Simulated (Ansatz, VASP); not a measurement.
# One calculation of Tc, two programs

```
Tc
1.0
     2.79374    0.00000    0.00000
    -1.39687    2.41945    0.00000
     0.00000    0.00000    4.48426
Tc
2
Direct
  0.33333 0.66667 0.25000
  0.66667 0.33333 0.75000
```

Alike in both runs: task single point; functional PBE; k mesh 15 × 15 × 8; occupations gaussian, width 0.05 eV; no spin polarisation.

```csv
,VASP,Ansatz
version,VASP 6.6.1,Ansatz 0.2.0
potentials or method,"VASP PAW PBE potentials, release 64 (Tc_pv), cutoff 520 eV","scalar-relativistic, plane waves, PAW"
valence electrons in the cell,26,30
```

```tsv
	VASP	Ansatz	Ansatz less VASP
gap on the k mesh at the Fermi level (eV)	none	none	-
pressure (GPa)	-13.7	-13.1	+0.59
traceless stress, the component that is largest in VASP (GPa)	-1.16	-1.15	+0.009
```

A gap of «none» marks a metal or a gap that the smearing closes. VASP's potentials hold 26 valence electrons a cell and Ansatz's 30, so a difference there can come from the potentials and not from the codes.
